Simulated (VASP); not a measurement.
# LiF (P6_3mc) in VASP: further runs

LiF is run at these levels: LDA; tasks: single point.

Everything below comes from runs of VASP 6.6.1. Logs are shortened: lines on timing, memory, paths and dates and some standing lists are left out, and cuts for length are marked.

## (1) The cell of the first run

The structure is hexagonal, space group P6_3mc (No. 186). The conventional cell has a = 3.175 Å, b = 3.175 Å, c = 4.652 Å, α = 90.00°, β = 90.00°, γ = 120.00°. Within 2.4 Å of Li (site symmetry 3m) lie 4 F at 1.83 to 1.90 Å. F (site symmetry 3m) has 4 Li at 1.83 to 1.90 Å within 2.4 Å.

## (2) Single point, LDA (volume 10.150 Å^3 an atom, c/a of the conventional cell 1.4652)

The input, INCAR:

```
PREC = Accurate ; ENCUT = 520
EDIFF = 1E-6 ; ISMEAR = 0
SIGMA = 0.05 ; LREAL = False
LASPH = True ; NELM = 100
ALGO = Normal ; ISIF = 2
LWAVE = False ; LCHARG = False
NBANDS = 18
```

The input, KPOINTS:

```
regular mesh
0
Gamma
  9 9 6
```

The input, POSCAR:

```
LiF
1.0
    3.1746766468      0.0000000000      0.0000000000
   -1.5873383234      2.7493506249      0.0000000000
    0.0000000000      0.0000000000      4.6515362229
Li F
2 2
Direct
    0.3333333333      0.6666666667      0.3839784076
    0.6666666667      0.3333333333      0.8839784076
    0.3333333333      0.6666666667      0.9910195924
    0.6666666667      0.3333333333      0.4910195924
```

Potentials or basis: VASP PAW LDA potentials, release 64 (Li_sv, F).

Command:

```bash
$ cat potpaw_LDA.64/Li_sv/POTCAR potpaw_LDA.64/F/POTCAR > POTCAR
$ mpirun -np 1 vasp_std > vasp.out
```

OUTCAR:

```text
PREC = Accurate
   ENCUT = 520
   EDIFF = 1E-6
   ISMEAR = 0
   LREAL = False
   LASPH = True
   NELM = 100
   ISIF = 2

 ion  position               nearest neighbor table
   1  0.333  0.667  0.384-   3 1.83   4 1.90   4 1.90   4 1.90
   2  0.667  0.333  0.884-   4 1.83   3 1.90   3 1.90   3 1.90
   3  0.333  0.667  0.991-   1 1.83   2 1.90   2 1.90   2 1.90
   4  0.667  0.333  0.491-   2 1.83   1 1.90   1 1.90   1 1.90

  LATTYP: Found a hexagonal cell.
 ALAT       =     3.1746766468
 C/A-ratio  =     1.4652000000

  Lattice vectors:

 A1 = (   3.1746766468,   0.0000000000,   0.0000000000)
 A2 = (  -1.5873383234,   2.7493506249,   0.0000000000)
 A3 = (   0.0000000000,   0.0000000000,   4.6515362229)

Analysis of symmetry for initial positions (statically):
=====================================================================
 Subroutine PRICEL returns:
 Original cell was already a primitive cell.

 Routine SETGRP: Setting up the symmetry group for a
 hexagonal supercell.

 Subroutine GETGRP returns: Found 12 space group operations
 (whereof  6 operations were pure point group operations)
 out of a pool of 24 trial point group operations.

The static configuration has the point symmetry C_3v.
 The point group associated with its full space group is C_6v.

Analysis of symmetry for dynamics (positions and initial velocities):
=====================================================================
 Subroutine PRICEL returns:
 Original cell was already a primitive cell.

 Routine SETGRP: Setting up the symmetry group for a
 hexagonal supercell.

 Subroutine GETGRP returns: Found 12 space group operations
 (whereof  6 operations were pure point group operations)
 out of a pool of 24 trial point group operations.

The dynamic configuration has the point symmetry C_3v.
 The point group associated with its full space group is C_6v.

 Subroutine INISYM returns: Found 12 space group operations
 (whereof  6 operations are pure point group operations),
 and found     1 'primitive' translations

----------------------------------------------------------------------------------------

                                     Primitive cell

  volume of cell :      40.6000

  direct lattice vectors                    reciprocal lattice vectors
[... 83 lines left out ...]
   ISTART =      0    job   : 0-new  1-cont  2-samecut
   ICHARG =      2    charge: 1-file 2-atom 10-const
   ISPIN  =      1    spin polarized calculation?
   LNONCOLLINEAR =      F non collinear calculations
   LSORBIT =      F    spin-orbit coupling
   LASPH  =      T    aspherical Exc in radial PAW
   ENCUT  =  520.0 eV  38.22 Ry    6.18 a.u.   5.90  5.90  8.65*2*pi/ulx,y,z
   NELM   =    100;   NELMIN=  2; NELMDL= -5     # of ELM steps
   EDIFF  = 0.1E-05   stopping-criterion for ELM
   LREAL  =      F    real-space projection
   EDIFFG = 0.1E-04   stopping-criterion for IOM
   NSW    =      0    number of steps for IOM
   IBRION =     -1    ionic relax: 0-MD 1-quasi-New 2-CG
   NFREE  =      0    steps in history (QN), initial steepest desc. (CG)
   ISIF   =      2    stress and relaxation
   ISYM   =      2    0-nonsym 1-usesym 2-fastsym
   POTIM  = 0.5000    time-step for ionic-motion
   TEBEG  =    0.0;   TEEND  =   0.0 temperature during run
   PSTRESS=    0.0 pullay stress
   NELECT =      20.0000    total number of electrons
   NUPDOWN=      -1.0000    fix difference up-down
   EMIN   =  10.00;   EMAX   =-10.00  energy-range for DOS
   EFERMI =   0.00;   METHOD = LEGACY
   ISMEAR =     0;   SIGMA  =   0.05  broadening in eV -4-tet -1-fermi 0-gaus
   EFERMI_NEDOS =   21; number of points for ismear=-14 and -15
   IALGO  =     38    algorithm
   IMIX   =      4    mixing-type and parameters
     AMIX     =   0.40;   BMIX     =  1.00
     AMIX_MAG =   1.60;   BMIX_MAG =  1.00
  volume/ion in A,a.u.               =      10.15        68.50
  Fermi-wavevector in a.u.,A,eV,Ry     =   1.292933  2.443290 22.744543  1.671677
  Thomas-Fermi vector in A             =   2.424610
   LORBIT       =      0    0 simple, 1 ext, 2 COOP (PROOUT), +10 PAW based schemes
   GGA     = CA    functional components
   LHFCALC =     F    Hartree Fock is set to
   AEXX    =    0.0000 exact exchange contribution
   IVDW    =     0    specifies the selected vdW correction
   LEPSILON=     F    determine dielectric tensor
   LRPA    =     F    only Hartree local field effects (RPA)
 non-spin polarized calculation
 Gauss-broadening in eV      SIGMA  =   0.05
  energy-cutoff  :      520.00
  volume of cell :       40.60
 maximum number of plane-waves:      1106
 NGX is ok and might be reduce to    24
   NGX = 11   NGY = 11   NGZ = 17

 number of electron      20.0000012 magnetization

 Free energy of the ion-electron system (eV)
  ---------------------------------------------------
  ext. energy  EPLUGINS =         0.00000000
  ---------------------------------------------------
  free energy    TOTEN  =       -20.73741385 eV

  energy without entropy =      -20.73741385  energy(sigma->0) =      -20.73741385

 E-fermi :  -2.5555     XC(G=0):  -9.4412

 val. band max:       -2.7902862874   @ k =   0.0000   0.0000   0.0000
 cond. band min:       4.4940034280   @ k =   0.0000   0.0000   0.0000
 fundamental gap:      7.2842897154
 Fermi energy:        -2.5554500747

 k-point     1 :       0.0000    0.0000    0.0000
  band No.  band energies     occupation
      1     -42.2487      2.00000
      2     -42.1959      2.00000
      3     -21.8535      2.00000
      4     -21.5588      2.00000
      5      -5.0669      2.00000
      6      -3.4530      2.00000
[... 481 lines left out ...]
      5      -4.8985      2.00000
      6      -4.1181      2.00000
[... 10 lines left out ...]
     17      15.2698      0.00000
     18      17.4771      0.00000

 [... further k-points ...]
[... 5 lines left out ...]
  --------------------------------------------------------------------------------------
  -------------------------------------------------------------------------------------
  Total       -1.6349704     -1.6349704     -0.6120946      0.0000000     -0.0000000      0.0000000
  in kB      -64.5200136    -64.5200136    -24.1547813      0.0000000     -0.0000000      0.0000000
  external PRESSURE =     -51.0649361 kB  Pullay stress =       0.0000000 kB

 VOLUME and BASIS-vectors are now :
 -----------------------------------------------------------------------------
  energy-cutoff  :      520.00
  volume of cell :       40.60
      direct lattice vectors                 reciprocal lattice vectors
     3.174676647  0.000000000  0.000000000     0.314992710  0.181861126  0.000000000
    -1.587338323  2.749350625  0.000000000     0.000000000  0.363722252  0.000000000
     0.000000000  0.000000000  4.651536223     0.000000000  0.000000000  0.214982739

 POSITION                                       TOTAL-FORCE (eV/Angst)
 -----------------------------------------------------------------------------------
     -0.00000      1.83290      1.78609         0.000000     -0.000000      0.150756
      1.58734      0.91645      4.11186        -0.000000     -0.000000      0.150756
     -0.00000      1.83290      4.60976        -0.000000      0.000000     -0.150756
      1.58734      0.91645      2.28400        -0.000000      0.000000     -0.150756
 -----------------------------------------------------------------------------------
    total drift:                                0.000000      0.000001      0.000330

  FREE ENERGIE OF THE ION-ELECTRON SYSTEM (eV)
  ---------------------------------------------------
  free  energy   TOTEN  =       -20.7374138510 eV

  energy  without entropy=      -20.7374138510  energy(sigma->0) =      -20.73741385
```

stdout:

```text
POSCAR found type information on POSCAR LiF
 POSCAR found :  2 types and       4 ions
 scaLAPACK will be used
 LDA part: xc-table for (Slater(with rela. corr.)+CA(PZ))
 , standard interpolation
 POSCAR, INCAR and KPOINTS ok, starting setup
 FFT: planning ... GRIDC
 FFT: planning ... GRID_SOFT
 FFT: planning ... GRID
 WAVECAR not read
 entering main loop
```

Run time: 17 s. Hardware: 1 thread of Intel Xeon Platinum 8259CL at 2.50GHz (Skylake/Cascade Lake), shared host; peak memory 0.14 GiB.

What came out:

- Free energy: -20.7374 eV
- Largest force: 0.151 eV/Å
- Band gap on the k mesh: 7.28 eV, direct

Forces in eV/Å, atoms in the order of the input:
```
Li   0.000  0.000  0.151
Li   0.000  0.000  0.151
F    0.000  0.000 -0.151
F    0.000  0.000 -0.151
```

Caveat: the cutoff is under 1.25 times the usual one of these potentials, so pressure, stress and relaxed cells hold a basis-set (Pulay) error.

## (3) Single point, LDA (volume 10.150 Å^3 an atom, c/a of the conventional cell 1.6933)

The input, INCAR:

```
SYSTEM = LiF
ALGO     = Normal         ! electronic algorithm
EDIFF    = 1E-7           ! SCF threshold, eV
ENCUT    = 520            ! plane-wave cutoff, eV
ISIF     = 2              ! what is computed and relaxed
ISMEAR   = 0              ! smearing method
LASPH    = .True.         ! aspherical terms in the spheres
LCHARG   = .False.        ! write CHGCAR
LREAL    = .False.        ! projectors in reciprocal space
LWAVE    = .False.        ! write WAVECAR
NBANDS   = 18             ! bands
NELM     = 60             ! most SCF steps
PREC     = Accurate       ! precision mode
SIGMA    = 0.05           ! smearing width, eV
```

The input, KPOINTS:

```
k-points
0
Gamma
  9 9 6
  0 0 0
```

The input, POSCAR:

```
LiF
1.0
    3.0251981850      0.0000000000      0.0000000000
   -1.5125990925      2.6198984797      0.0000000000
    0.0000000000      0.0000000000      5.1225680867
Li F
2 2
Direct
    0.3333333333      0.6666666667      0.3839784076
    0.6666666667      0.3333333333      0.8839784076
    0.3333333333      0.6666666667      0.9910195924
    0.6666666667      0.3333333333      0.4910195924
```

Potentials or basis: VASP PAW LDA potentials, release 64 (Li_sv, F).

Command:

```bash
$ cat potpaw_LDA.64/Li_sv/POTCAR potpaw_LDA.64/F/POTCAR > POTCAR
$ mpirun -np 1 vasp_std > vasp.out
```

It took 21 s on 1 thread of Intel Xeon Platinum 8259CL at 2.50GHz (Skylake/Cascade Lake), shared host; peak memory 0.15 GiB.

The run converged. Its results:

| Item | Value |
| --- | --- |
| Free energy | -20.7067 eV |
| Largest force | 0.212 eV/Å |
| Band gap on the k mesh | 7.41 eV, direct |

Forces in eV/Å, atoms in the order of the input:
```
Li   0.000  0.000 -0.212
Li   0.000  0.000 -0.212
F    0.000  0.000  0.212
F    0.000  0.000  0.212
```

Levels at points of the mesh, in eV from the valence-band top:
```tsv
k point	band 6	band 7	band 8	band 9	band 10	band 11	band 12	band 13	band 14	band 15
(0.00, 0.00, 0.00)	-0.29	-0.29	-0.07	-0.07	0.00	7.41	11.22	14.48	18.50	18.64
(0.00, 0.00, 0.50)	-1.14	-0.18	-0.18	-0.18	-0.18	9.01	9.01	16.47	16.47	18.90
```

Caveat: the cutoff is under 1.25 times the usual one of these potentials, so pressure, stress and relaxed cells hold a basis-set (Pulay) error. A k mesh can miss the band edges.
